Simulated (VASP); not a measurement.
Runs of VASP 6.6.1 on Hf. Symmetry: P6_3/mmc, No. 194, hexagonal system. Conventional cell: a = 3.118 Å, b = 3.118 Å, c = 4.948 Å, α = 90.00°, β = 90.00°, γ = 120.00°. Within 4.0 Å of Hf (site symmetry -6m2) lie 12 Hf at 3.06 to 3.12 Å. 

```tsv
smearing	gap on the mesh (eV)	pressure (GPa)
gaussian 0.03 eV	none	(a)
gaussian 0.1 eV	none	0.1
fermi-dirac 0.6 eV	none	4.9
gaussian 0.3 eV	none	0.1
gaussian 0.2 eV	none	0.1
```

Alike in all rows: task single point; level LDA; potentials or basis VASP PAW LDA potentials, release 64 (Hf_pv); no spin polarisation; cell as given; k mesh 12 × 12 × 7; cutoff (eV) 520.

Task: Estimate the missing entries.

Result: (a) 0.2.

Caveats: spin-orbit coupling is left out, which moves the levels of the heavy elements; so wide a smearing shifts energies and pressures (at least some runs); the cell stands under pressure (at least some runs).

A k mesh can miss the band edges, and the runs leave out spin-orbit coupling on Hf.

A gap of «none» marks levels without a gap at the run's occupations.
